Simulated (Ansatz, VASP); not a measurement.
Pd in VASP and in Ansatz

The input POSCAR:

```
Pd
1.0
   -1.5929712806      1.5929712806      1.5929712806
    1.5929712806     -1.5929712806      1.5929712806
    1.5929712806      1.5929712806     -1.5929712806
Pd
1
Direct
    0.0000000000      0.0000000000      0.0000000000
```

File INCAR.step1:

```
PREC = Accurate
ENCUT = 520
ISMEAR = -1
SIGMA = 0.05
LREAL = F
LASPH = T
NELM = 80
NBANDS = 11
GGA = PE
ALGO = Normal
EDIFF = 1E-4
LWAVE = T
LCHARG = F
```

Contents of INCAR.step2:

```
PREC = Accurate
ENCUT = 520
EDIFF = 1E-6
ISMEAR = -1
SIGMA = 0.05
LREAL = F
LASPH = T
NELM = 80
ALGO = Normal
ISIF = 2
LWAVE = F
LCHARG = F
METAGGA = R2SCAN
LMIXTAU = T
NBANDS = 11
ISTART = 1
```

Contents of KPOINTS:

```
regular mesh
0
Gamma
  12 12 12
```

The input input.yaml:

```yaml
crystal:
  lattice:
    - [-1.5929712806, 1.5929712806, 1.5929712806]
    - [1.5929712806, -1.5929712806, 1.5929712806]
    - [1.5929712806, 1.5929712806, -1.5929712806]
  atoms:
    - { symbol: Pd, position: [0.0, 0.0, 0.0] }
hamiltonian:
  xc: r2scan
  pseudopotentials: { kind: paw }
kpoints:
  mp_grid: { grid: [12, 12, 12] }
scf:
  occupations: { method: fermi_dirac, width: 0.05 }
output:
  forces: true
  stress: true
  eigenvalues: true
  write_density: true
  write_potential: true
  elf: true
  volumetric_format: npy
```

Alike in both runs: task single point; functional r2SCAN; k mesh 12 × 12 × 12; occupations fermi-dirac, width 0.05 eV; no spin polarisation.

|  | VASP | Ansatz |
| --- | --- | --- |
| version | VASP 6.6.1 | Ansatz 0.2.0 |
| potentials or method | VASP PAW PBE potentials, release 64 (Pd) | Ansatz PAW |
| plane-wave cutoff (eV) | 520 | 500 |
| valence electrons in the cell | 10 | 18 |

VASP gave:

```
gap on the k mesh at the Fermi level (eV) : none
pressure (GPa)                            : -10.4
```

Problem. Which values does Ansatz return?

Solution. gap on the k mesh at the Fermi level (eV): none; pressure (GPa): -10.8.

VASP's potentials were made for PBE, not for r2SCAN. A gap of «none» marks a metal or a gap that the smearing closes. The functional is the same, so the differences come from potentials, cutoffs and numerics. VASP's potentials hold 10 valence electrons a cell and Ansatz's 18, so a difference there can come from the potentials and not from the codes.
